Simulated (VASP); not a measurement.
# Ca8CO in VASP: further runs

The runs below take Ca8CO through single point, with PBE.

Everything below comes from runs of VASP 6.6.1. Logs are shortened: lines on timing, memory, paths and dates and some standing lists are left out, and cuts for length are marked.

### Step 1. The cell of the first run

The cell holds a slab with vacuum, 10 atoms: a = 7.813 Å, b = 7.813 Å, c = 21.148 Å, α = 90.00°, β = 90.00°, γ = 120.00°.

### Step 2. Single point, PBE

The input, INCAR:

```
SYSTEM = Ca8CO
PREC = Accurate
ENCUT = 520
EDIFF = 1E-6
ISMEAR = 0
SIGMA = 0.1
LREAL = .False.
LASPH = .True.
NELM = 80
ALGO = Normal
ISIF = 2
LWAVE = .False.
LCHARG = .False.
LDIPOL = .True.
IDIPOL = 3
DIPOL = 0.5 0.5 0.292
GGA = PE
NBANDS = 56
```

The input, KPOINTS:

```
Automatic mesh
0
Gamma
  6 6 1
  0 0 0
```

The input, POSCAR:

```
Ca8CO
1.0
    7.8132359319      0.0000000000      0.0000000000
   -3.9066179659      6.7664608028      0.0000000000
    0.0000000000      0.0000000000     21.1477493937
Ca C O
8 1 1
Direct
    0.3333333333      0.1666666667      0.1891454228
    0.3333333333      0.6666666667      0.1891454228
    0.8333333333      0.1666666667      0.1891454228
    0.8333333333      0.6666666667      0.1891454228
    0.1666666667      0.3333333333      0.3308980669
    0.1666666667      0.8333333333      0.3308980669
    0.6666666667      0.3333333333      0.3308980669
    0.6666666667      0.8333333333      0.3308980669
    0.5000000000      0.0000000000      0.3914246022
    0.5000000000      0.0000000000      0.4458039112
```

Potentials or basis: VASP PAW PBE potentials, release 64 (Ca_sv, C, O).

Launch:

```sh
> cat potpaw_PBE.64/Ca_sv/POTCAR potpaw_PBE.64/C/POTCAR potpaw_PBE.64/O/POTCAR > POTCAR
> mpirun -np 1 vasp_std > vasp.out
```

OUTCAR:

```text
SYSTEM = Ca8CO
   PREC = Accurate
   ENCUT = 520
   EDIFF = 1E-6
   ISMEAR = 0
   LREAL = .False.
   LASPH = .True.
   NELM = 80
   ISIF = 2
   GGA = PE

 ion  position               nearest neighbor table
   1  0.333  0.167  0.189-
   2  0.333  0.667  0.189-
   3  0.833  0.167  0.189-
   4  0.833  0.667  0.189-
   5  0.167  0.333  0.331-
   6  0.167  0.833  0.331-   9 2.59
   7  0.667  0.333  0.331-   9 2.59
   8  0.667  0.833  0.331-   9 2.59
   9  0.500  0.000  0.391-  10 1.15   7 2.59   6 2.59   8 2.59
  10  0.500  0.000  0.446-   9 1.15

  LATTYP: Found a hexagonal cell.
 ALAT       =     7.8132359319
 C/A-ratio  =     2.7066569572

  Lattice vectors:

 A1 = (   7.8132359319,   0.0000000000,   0.0000000000)
 A2 = (  -3.9066179659,   6.7664608028,   0.0000000000)
 A3 = (   0.0000000000,   0.0000000000,  21.1477493937)

Analysis of symmetry for initial positions (statically):
=====================================================================
 Subroutine PRICEL returns:
 Original cell was already a primitive cell.

 Routine SETGRP: Setting up the symmetry group for a
 hexagonal supercell.

 Subroutine GETGRP returns: Found  6 space group operations
 (whereof  2 operations were pure point group operations)
 out of a pool of 24 trial point group operations.

The static configuration has the point symmetry C_1h.
 The point group associated with its full space group is C_3v.

Analysis of symmetry for dynamics (positions and initial velocities):
=====================================================================
 Subroutine PRICEL returns:
 Original cell was already a primitive cell.

 Routine SETGRP: Setting up the symmetry group for a
 hexagonal supercell.

 Subroutine GETGRP returns: Found  6 space group operations
 (whereof  2 operations were pure point group operations)
 out of a pool of 24 trial point group operations.

The dynamic configuration has the point symmetry C_1h.
 The point group associated with its full space group is C_3v.

 Subroutine INISYM returns: Found  6 space group operations
 (whereof  2 operations are pure point group operations),
 and found     1 'primitive' translations

----------------------------------------------------------------------------------------

                                     Primitive cell

[... 102 lines left out ...]
   EFERMI =   0.00;   METHOD = LEGACY
   ISMEAR =     0;   SIGMA  =   0.10  broadening in eV -4-tet -1-fermi 0-gaus
   EFERMI_NEDOS =   21; number of points for ismear=-14 and -15
   IALGO  =     38    algorithm
   IMIX   =      4    mixing-type and parameters
     AMIX     =   0.40;   BMIX     =  1.00
     AMIX_MAG =   1.60;   BMIX_MAG =  1.00
  volume/ion in A,a.u.               =     111.80       754.49
  Fermi-wavevector in a.u.,A,eV,Ry     =   0.706865  1.335782  6.798271  0.499659
  Thomas-Fermi vector in A             =   1.792761
   LORBIT       =      0    0 simple, 1 ext, 2 COOP (PROOUT), +10 PAW based schemes
   GGA     = PE    functional components
   LHFCALC =     F    Hartree Fock is set to
   AEXX    =    0.0000 exact exchange contribution
   IVDW    =     0    specifies the selected vdW correction
   LEPSILON=     F    determine dielectric tensor
   LRPA    =     F    only Hartree local field effects (RPA)
 non-spin polarized calculation
 Gauss-broadening in eV      SIGMA  =   0.10
  energy-cutoff  :      520.00
  volume of cell :     1118.04
 maximum number of plane-waves:     30137
 NGX is ok and might be reduce to    60
   NGX = 29   NGY = 29   NGZ = 79

 dipolmoment           0.000000      0.000000     -0.171088 electrons x Angstroem

 number of electron      89.9999986 magnetization

 dipolmoment           0.000000      0.000000      0.077233 electrons x Angstroem

 Free energy of the ion-electron system (eV)
  ---------------------------------------------------
  ext. energy  EPLUGINS =         0.00000000
  ---------------------------------------------------
  free energy    TOTEN  =       -27.75697327 eV

  energy without entropy =      -27.68793072  energy(sigma->0) =      -27.72245199

 E-fermi :  -1.1656     XC(G=0):  -3.1594

 val. band max:       -1.1674236196   @ k =   0.3333   0.0000   0.0000
 cond. band min:      -1.1597923280   @ k =   0.0000   0.0000   0.0000
 fundamental gap:      0.0076312916
 Fermi energy:        -1.1656355481

 k-point     1 :       0.0000    0.0000    0.0000
  band No.  band energies     occupation
      1     -43.5468      2.00000
      2     -43.5340      2.00000
      3     -43.5110      2.00000
      4     -43.5052      2.00000
      5     -43.5052      2.00000
      6     -43.1974      2.00000
[... 402 lines left out ...]
     55      -0.1961      0.00000
     56      -0.0579      0.00000

------------------------ aborting loop because EDIFF is reached ----------------------------------------

 vacuum level on the upper side and lower side of the slab       (xc-potential included)         0.125        -0.190

  FORCE on cell =-STRESS in cart. coord.  units (eV):
  Direction    XX          YY          ZZ          XY          YZ          ZX
  --------------------------------------------------------------------------------------
  -------------------------------------------------------------------------------------
  Total        0.9433155      0.9433155      7.9179948      0.0000000     -0.0000000     -0.0000000
  in kB        1.3517951      1.3517951     11.3466884      0.0000000     -0.0000000     -0.0000000
  external PRESSURE =       4.6834262 kB  Pullay stress =       0.0000000 kB

 VOLUME and BASIS-vectors are now :
 -----------------------------------------------------------------------------
  energy-cutoff  :      520.00
  volume of cell :     1118.04
      direct lattice vectors                 reciprocal lattice vectors
     7.813235932  0.000000000  0.000000000     0.127987944  0.073893874  0.000000000
    -3.906617966  6.766460803  0.000000000     0.000000000  0.147787747  0.000000000
     0.000000000  0.000000000 21.147749394     0.000000000  0.000000000  0.047286356

 POSITION                                       TOTAL-FORCE (eV/Angst)
 -----------------------------------------------------------------------------------
      1.95331      1.12774      4.00000         0.001846     -0.001066     -0.074416
     -0.00000      4.51097      4.00000         0.000000      0.002132     -0.074416
      5.85993      1.12774      4.00000        -0.001846     -0.001066     -0.074416
      3.90662      4.51097      4.00000         0.000000     -0.000000     -0.032452
      0.00000      2.25549      6.99775         0.000000     -0.000000     -0.074369
     -1.95331      5.63872      6.99775         0.125428      0.072416     -0.180764
      3.90662      2.25549      6.99775        -0.000000     -0.144831     -0.180764
      1.95331      5.63872      6.99775        -0.125428      0.072416     -0.180764
      3.90662      0.00000      8.27775         0.000000     -0.000000     -4.472708
      3.90662      0.00000      9.42775         0.000000     -0.000000      5.345069
 -----------------------------------------------------------------------------------
    total drift:                                0.000000     -0.000000     -0.001378

  FREE ENERGIE OF THE ION-ELECTRON SYSTEM (eV)
  ---------------------------------------------------
  free  energy   TOTEN  =       -27.7569732677 eV

  energy  without entropy=      -27.6879307178  energy(sigma->0) =      -27.72245199

 vacuum level on the upper side and lower side of the slab         1.800         1.502
```

OSZICAR:

```text
N       E                     dE             d eps       ncg     rms          rms(c)
DAV:   1     0.682993129623E+03    0.68299E+03   -0.42205E+04  1080   0.122E+03
DAV:   2     0.491696879945E+02   -0.63382E+03   -0.62319E+03   912   0.350E+02
DAV:   3    -0.201341454583E+02   -0.69304E+02   -0.68292E+02  1096   0.712E+01
DAV:   4    -0.320693889335E+02   -0.11935E+02   -0.11524E+02  1400   0.274E+01
[... 20 lines left out ...]
DAV:  25    -0.277569567113E+02   -0.99095E-05   -0.47787E-07   624   0.178E-03    0.117E-03
DAV:  26    -0.277569685284E+02   -0.11817E-04   -0.66787E-07   640   0.143E-03    0.766E-04
DAV:  27    -0.277569718015E+02   -0.32732E-05   -0.20208E-07   624   0.886E-04    0.509E-04
DAV:  28    -0.277569730387E+02   -0.12371E-05   -0.10452E-07   600   0.738E-04    0.220E-04
DAV:  29    -0.277569732677E+02   -0.22906E-06   -0.35106E-08   568   0.484E-04
   1 F= -.27756973E+02 E0= -.27722452E+02  d E =-.690425E-01
```

stdout:

```text
POSCAR found type information on POSCAR CaC O
 POSCAR found :  3 types and      10 ions
 scaLAPACK will be used
 LDA part: xc-table for (Slater+PW92), standard interpolation
 POSCAR, INCAR and KPOINTS ok, starting setup
 FFT: planning ... GRIDC
 FFT: planning ... GRID_SOFT
 FFT: planning ... GRID
 WAVECAR not read
 entering main loop
```

Wall time 16 min (1 thread of Intel Xeon 6975P-C (Granite Rapids), shared host); peak memory 1.2 GiB.

What came out:

| Quantity | Value |
| --- | --- |
| Free energy | -27.7570 eV |
| Largest force | 5.345 eV/Å |
| Band gap on the k mesh | zero (bands 45 and 46 overlap by 0.15 eV) |

Forces in eV/Å, atoms in the order of the input:
```
Ca   0.002 -0.001 -0.074
Ca   0.000  0.002 -0.074
Ca  -0.002 -0.001 -0.074
Ca   0.000  0.000 -0.032
Ca   0.000  0.000 -0.074
Ca   0.125  0.072 -0.181
Ca   0.000 -0.145 -0.181
Ca  -0.125  0.072 -0.181
C    0.000  0.000 -4.473
O    0.000  0.000  5.345
```

### Step 3. Single point, PBE

The input, INCAR:

```
ALGO     = Normal         # electronic algorithm
DIPOL    = 0.5 0.5 0.301
EDIFF    = 1E-6           # SCF threshold, eV
ENCUT    = 520            # plane-wave cutoff, eV
GGA      = PE             # functional
IDIPOL   = 3            
ISIF     = 2              # what is computed and relaxed
ISMEAR   = 0              # smearing method
LASPH    = T              # aspherical terms in the spheres
LCHARG   = T              # write CHGCAR
LDIPOL   = T            
LELF     = T              # ELF
LREAL    = F              # projectors in reciprocal space
LVACPOTAV= T            
LVHAR    = T            
LWAVE    = F              # write WAVECAR
NBANDS   = 56             # bands
NELM     = 60             # most SCF steps
PREC     = Accurate       # precision mode
SIGMA    = 0.1            # smearing width, eV
```

The input, KPOINTS:

```
k-points
0
Gamma
  6 6 1
```

Edit POSCAR of step 2 so:

```diff
@@ -16,3 +16,3 @@
     0.6666666667      0.8333333333      0.3308980669
-    0.5000000000      0.0000000000      0.3914246022
-    0.5000000000      0.0000000000      0.4458039112
+    0.3333333333      0.1666666667      0.4372923672
+    0.3333333333      0.1666666667      0.4916716763
```

Potentials or basis: VASP PAW PBE potentials, release 64 (Ca_sv, C, O).

Launch:

```sh
> cat potpaw_PBE.64/Ca_sv/POTCAR potpaw_PBE.64/C/POTCAR potpaw_PBE.64/O/POTCAR > POTCAR
> mpirun -np 1 vasp_std > vasp.out
```

Run time: 43 min. Hardware: 1 thread of Intel Xeon 8259CL, shared host; peak memory 1.2 GiB.

It converged, with:

| Quantity | Value |
| --- | --- |
| Free energy | -27.7511 eV |
| Largest force | 2.330 eV/Å |
| Band gap on the k mesh | zero (bands 45 and 46 overlap by 0.07 eV) |

Forces in eV/Å, atoms in the order of the input:
```
Ca   0.000  0.000 -0.145
Ca  -0.019 -0.011  0.015
Ca   0.000  0.022  0.015
Ca   0.019 -0.011  0.015
Ca   0.205 -0.119  0.162
Ca   0.000  0.237  0.162
Ca  -0.205 -0.119  0.162
Ca   0.000  0.000  0.041
C    0.000  0.000 -2.330
O    0.000  0.000  1.904
```

Levels at points of the mesh, in eV from the Fermi level:
```tsv
k point	band 42	band 43	band 44	band 45	band 46	band 47	band 48	band 49
(0.00, 0.00, 0.00)	-0.84	-0.72	-0.72	-0.68	0.05	0.16	0.16	0.25
(0.50, 0.00, 0.00)	-1.29	-1.05	-0.15	0.06	0.15	0.26	0.27	0.29
```

### Step 4. Single point, PBE

The input, INCAR:

```
PREC = Accurate
ENCUT = 520
EDIFF = 1E-6
ISMEAR = 0
SIGMA = 0.1
LREAL = False
LASPH = True
NELM = 100
ALGO = Normal
ISIF = 2
LWAVE = False
LCHARG = True
LDIPOL = True
IDIPOL = 3
DIPOL = 0.5 0.5 0.309
GGA = PE
LELF = True
LVHAR = True
LVACPOTAV = True
NBANDS = 56
```

The input, KPOINTS:

```
regular mesh
0
Gamma
  6 6 1
```

Edit POSCAR of step 3 so:

```diff
@@ -16,3 +16,3 @@
     0.6666666667      0.8333333333      0.3308980669
-    0.3333333333      0.1666666667      0.4372923672
-    0.3333333333      0.1666666667      0.4916716763
+    0.3333333333      0.1666666667      0.4789043602
+    0.3333333333      0.1666666667      0.5332836693
```

Launch:

```sh
> cat potpaw_PBE.64/Ca_sv/POTCAR potpaw_PBE.64/C/POTCAR potpaw_PBE.64/O/POTCAR > POTCAR
> mpirun -np 1 vasp_std > vasp.out
```

Wall time 35 min (1 thread of Intel Xeon 8259CL, shared host); peak memory 1.2 GiB.

Results (log left out):

```
Free energy            : -27.4277 eV
Largest force          : 0.509 eV/Å
Band gap on the k mesh : zero (bands 45 and 46 overlap by 0.08 eV)
```

Forces in eV/Å, atoms in the order of the input:
```
Ca   0.000  0.000 -0.035
Ca  -0.014 -0.008  0.026
Ca   0.000  0.016  0.026
Ca   0.014 -0.008  0.026
Ca   0.036 -0.021  0.058
Ca   0.000  0.042  0.058
Ca  -0.036 -0.021  0.058
Ca   0.000  0.000  0.024
C    0.000  0.000 -0.509
O    0.000  0.000  0.269
```

Levels at points of the mesh, in eV from the Fermi level:
```
           k point  band 43  band 44  band 45  band 46  band 47  band 48
(0.00, 0.00, 0.00)    -0.70    -0.70    -0.69     0.04     0.20     0.20
(0.50, 0.00, 0.00)    -1.23    -0.07     0.05     0.11     0.26     0.26
```

### Step 5. Single point, PBE

The input, INCAR:

```
SYSTEM = Ca8CO
ALGO = Normal
DIPOL = 0.5 0.5 0.287
EDIFF = 1E-6
ENCUT = 520
GGA = PE
IDIPOL = 3
ISIF = 2
ISMEAR = 0
LASPH = .True.
LCHARG = .False.
LDIPOL = .True.
LREAL = .False.
LWAVE = .False.
NBANDS = 56
NELM = 100
PREC = Accurate
SIGMA = 0.1
```

The input, KPOINTS:

```
k-points
0
Gamma
  6 6 1
  0 0 0
```

Edit POSCAR of step 4 so:

```diff
@@ -16,3 +16,3 @@
     0.6666666667      0.8333333333      0.3308980669
-    0.3333333333      0.1666666667      0.4789043602
-    0.3333333333      0.1666666667      0.5332836693
+    0.5000000000      0.0000000000      0.3682542879
+    0.5000000000      0.0000000000      0.4226335970
```

Launch:

```sh
> cat potpaw_PBE.64/Ca_sv/POTCAR potpaw_PBE.64/C/POTCAR potpaw_PBE.64/O/POTCAR > POTCAR
> mpirun -np 1 vasp_std > vasp.out
```

Wall time 28 min (1 thread of Intel Xeon 8259CL, shared host); peak memory 1.2 GiB.

The run converged. Its results:

```yaml
Free_energy: -27.1413 eV
Largest_force: 7.649 eV/Å
Band_gap_on_the_k_mesh: zero (bands 45 and 46 overlap by 0.11 eV)
```

Forces on the atoms (eV/Å):
```
Ca  -0.058  0.034 -0.070
Ca   0.000 -0.067 -0.070
Ca   0.058  0.034 -0.070
Ca   0.000  0.000 -0.062
Ca   0.000  0.000 -0.135
Ca  -0.464 -0.268 -0.346
Ca   0.000  0.536 -0.346
Ca   0.464 -0.268 -0.346
C    0.000  0.000 -6.206
O    0.000  0.000  7.649
```

Levels at points of the mesh, in eV from the Fermi level:
```tsv
k point	band 41	band 42	band 43	band 44	band 45	band 46	band 47	band 48	band 49	band 50
(0.00, 0.00, 0.00)	-0.85	-0.81	-0.64	-0.64	-0.23	-0.03	-0.03	0.06	0.30	0.59
(0.50, 0.00, 0.00)	-1.26	-1.22	-0.69	-0.13	0.08	0.23	0.23	0.31	0.39	0.44
```

### Step 6. Single point, PBE

Edit INCAR of step 5 so:

```diff
@@ -2,3 +2,3 @@
 ALGO = Normal
-DIPOL = 0.5 0.5 0.287
+DIPOL = 0.5 0.5 0.296
 EDIFF = 1E-6
```

KPOINTS is that of step 5.

Edit POSCAR of step 5 so:

```diff
@@ -16,3 +16,3 @@
     0.6666666667      0.8333333333      0.3308980669
-    0.5000000000      0.0000000000      0.3682542879
-    0.5000000000      0.0000000000      0.4226335970
+    0.5000000000      0.0000000000      0.4141220529
+    0.5000000000      0.0000000000      0.4685013620
```

Potentials or basis: VASP PAW PBE potentials, release 64 (Ca_sv, C, O).

Launch:

```sh
> cat potpaw_PBE.64/Ca_sv/POTCAR potpaw_PBE.64/C/POTCAR potpaw_PBE.64/O/POTCAR > POTCAR
> mpirun -np 1 vasp_std > vasp.out
```

Wall time 28 min (1 thread of Intel Xeon 8259CL, shared host); peak memory 1.2 GiB.

It converged, with:

- Free energy: -27.9408 eV
- Largest force: 3.494 eV/Å
- Band gap on the k mesh: zero (bands 45 and 46 overlap by 0.14 eV)

Forces on the atoms (eV/Å):
```
Ca   0.038 -0.022 -0.044
Ca   0.000  0.044 -0.044
Ca  -0.038 -0.022 -0.044
Ca   0.000  0.000 -0.002
Ca   0.000  0.000 -0.014
Ca   0.324  0.187  0.069
Ca   0.000 -0.374  0.069
Ca  -0.324  0.187  0.069
C    0.000  0.000 -3.494
O    0.000  0.000  3.437
```

Levels at points of the mesh, in eV from the Fermi level:
```
           k point  band 41  band 42  band 43  band 44  band 45  band 46  band 47  band 48  band 49  band 50
(0.00, 0.00, 0.00)    -0.90    -0.83    -0.69    -0.69    -0.53     0.05     0.05     0.08     0.23     0.49
(0.50, 0.00, 0.00)    -1.27    -1.26    -0.90    -0.17     0.08     0.22     0.24     0.31     0.43     0.51
```

### Step 7. Overview

| cell | gap on the mesh (eV) | largest force (eV/Å) |
| --- | --- | --- |
| as given, atomic positions A | none | 5.35 |
| as given, atomic positions B | none | 2.33 |
| as given, atomic positions C | none | 0.51 |
| as given, atomic positions D | none | 7.65 |
| as given, atomic positions E | none | 3.49 |

Alike in all rows: task single point; level PBE; potentials or basis VASP PAW PBE potentials, release 64 (Ca_sv, C, O); no spin polarisation; k mesh 6 × 6 × 1; cutoff (eV) 520; smearing gaussian 0.1 eV.

Absolute energies hang on the potentials; compare differences alone.

The gap in the log of VASP goes by the Fermi energy; the results here count the filled bands.